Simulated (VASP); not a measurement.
Wanted: the native input for a VASP 6.6.1 run.

* Task: relaxation of cell and atoms
* Functional: PBE
* Potentials or basis: VASP PAW PBE potentials, release 64 (Se)
* Cutoff: 600 eV
* k mesh: 16 × 16 × 15
* Occupations: fermi-dirac, width 0.1 eV
* Spin: no spin polarisation
* Target pressure: 29 GPa
* Dipole correction: no
* Further INCAR settings: ALGO = Normal; EDIFF = 1e-06; IBRION = 2; EDIFFG = -0.005; NSW = 60; ISIF = 3

The structure of Se lies in POSCAR:

```
Se
1.0
    2.7245752707      0.0000000000      0.0000000000
   -1.3622876354      2.3595513990      0.0000000000
    0.0000000000      0.0000000000      2.5611007545
Se
1
Direct
    0.0000000000      0.0000000000      0.0000000000
```

The input as run:

INCAR

```
SYSTEM = Se
PREC = Accurate ; ENCUT = 600
EDIFF = 1E-6 ; ISMEAR = -1
SIGMA = 0.1 ; LREAL = .False.
LASPH = .True. ; NELM = 100
ALGO = Normal ; ISIF = 3
LWAVE = .False. ; LCHARG = .False.
GGA = PE ; IBRION = 2
NSW = 60 ; EDIFFG = -0.005
PSTRESS = 290.0
```

KPOINTS

```
regular mesh
0
Gamma
  16 16 15
  0 0 0
```

Potentials or basis: VASP PAW PBE potentials, release 64 (Se).

Launch:

```bash
$ cat potpaw_PBE.64/Se/POTCAR > POTCAR
$ mpirun -np 1 vasp_std > vasp.out
```

Results of the run:

```
Relaxed volume                                         : 17.14 Å³/atom
Relaxed cell                                           : a = 2.800 Å, b = 2.800 Å, c = 2.525 Å, α = 90.00°, β = 90.00°, γ = 120.00°
Space group after relaxing (to 0.05 Å)                 : P6/mmm (No. 191)
Energy change on relaxing (the enthalpy is what falls) : -148.2 meV/atom
Ionic steps                                            : 8
Pressure after relaxing                                : 29.0 GPa
Band gap on the k mesh                                 : zero (band 3 reaches 13.08 eV, above the bottom of band 4 at 4.33 eV)
```

Caveat: the cell is relaxed towards a set pressure, so the enthalpy falls and the energy may rise.

It took 37 s on 1 thread of Intel(R) Xeon(R) 6975P-C (Granite Rapids), on a shared host, peak memory 0.16 GiB.
